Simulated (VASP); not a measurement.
A run of VASP 6.6.1 is set up as follows.

The input INCAR:

```
PREC = Accurate
ENCUT = 520
EDIFF = 1E-6
ISMEAR = 0
SIGMA = 0.05
LREAL = False
LASPH = True
NELM = 100
ALGO = Normal
ISIF = 2
LWAVE = False
LCHARG = False
LDIPOL = True
IDIPOL = 3
DIPOL = 0.5 0.5 0.367
GGA = PE
IVDW = 12
NBANDS = 18
```

File KPOINTS:

```
regular mesh
0
Gamma
  9 9 1
```

File POSCAR:

```
As
1.0
    3.5716242980      0.0000000000      0.0000000000
   -1.7858121490      3.0931173748      0.0000000000
    0.0000000000      0.0000000000     20.2951239168
As
4
Direct
    0.3333333333      0.6666666667      0.2217281362
    0.6666666667      0.3333333333      0.2904081527
    0.8333333333      1.0000000000      0.4437077894
    1.1666666667      0.6666666667      0.5123857451
```

Potentials or basis: VASP PAW PBE potentials, release 64 (As).

Command:

```bash
$ cat potpaw_PBE.64/As/POTCAR > POTCAR
$ mpirun -np 1 vasp_std > vasp.out
```

(1) Predict the largest force.

(2) Predict the dispersion energy per atom.

Answers

(1) 0.101 eV/Å.

(2) -0.279 eV.
